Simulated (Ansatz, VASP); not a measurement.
Be3V in VASP and in Ansatz

File INCAR:

```
ALGO = Normal
EDIFF = 1E-6
ENCUT = 520
GGA = PE
ISIF = 2
ISMEAR = 0
LASPH = True
LCHARG = False
LREAL = False
LWAVE = False
NBANDS = 18
NELM = 100
PREC = Accurate
SIGMA = 0.1
```

KPOINTS

```
k-points
0
Gamma
  14 14 14
```

The input POSCAR:

```
Be3V
1.0
    0.0000000000      2.6683789050      2.6683789050
    2.6683789050      0.0000000000      2.6683789050
    2.6683789050      2.6683789050      0.0000000000
Be V
3 1
Direct
    0.2500000000      0.2500000000      0.2500000000
    0.7500000000      0.7500000000      0.7500000000
    0.5000000000      0.5000000000      0.5000000000
    0.0000000000      0.0000000000      0.0000000000
```

Input for Ansatz:

```yaml
crystal:
  lattice:
    - [0.0, 2.668378905, 2.668378905]
    - [2.668378905, 0.0, 2.668378905]
    - [2.668378905, 2.668378905, 0.0]
  atoms:
    - { symbol: Be, position: [0.25, 0.25, 0.25] }
    - { symbol: Be, position: [0.75, 0.75, 0.75] }
    - { symbol: Be, position: [0.5, 0.5, 0.5] }
    - { symbol: V, position: [0.0, 0.0, 0.0] }
basis:
  ecutwfc: 420
kpoints:
  mp_grid: { grid: [14, 14, 14] }
hamiltonian:
  xc: pbe
scf:
  occupations: { method: gaussian, width: 0.1 }
  lower_state_search: "off"
output:
  forces: true
  stress: true
  eigenvalues: true
```

Alike in both runs: task single point; functional PBE; k mesh 14 × 14 × 14; occupations gaussian, width 0.1 eV; no spin polarisation.

```csv
,VASP,Ansatz
version,VASP 6.6.1,Ansatz 0.2.0
potentials or method,"VASP PAW PBE potentials, release 64 (Be, V_sv), cutoff 520 eV","scalar-relativistic, plane waves, PAW"
valence electrons in the cell,19,19
```

Ansatz gave:

```
gap on the k mesh at the Fermi level (eV) : none
pressure (GPa)                            : -1.1
```

Task: Estimate VASP's values.

Result: gap on the k mesh at the Fermi level (eV): none; pressure (GPa): -1.0.

A gap of «none» marks a metal or a gap that the smearing closes. The functional is the same, so the differences come from potentials, cutoffs and numerics.
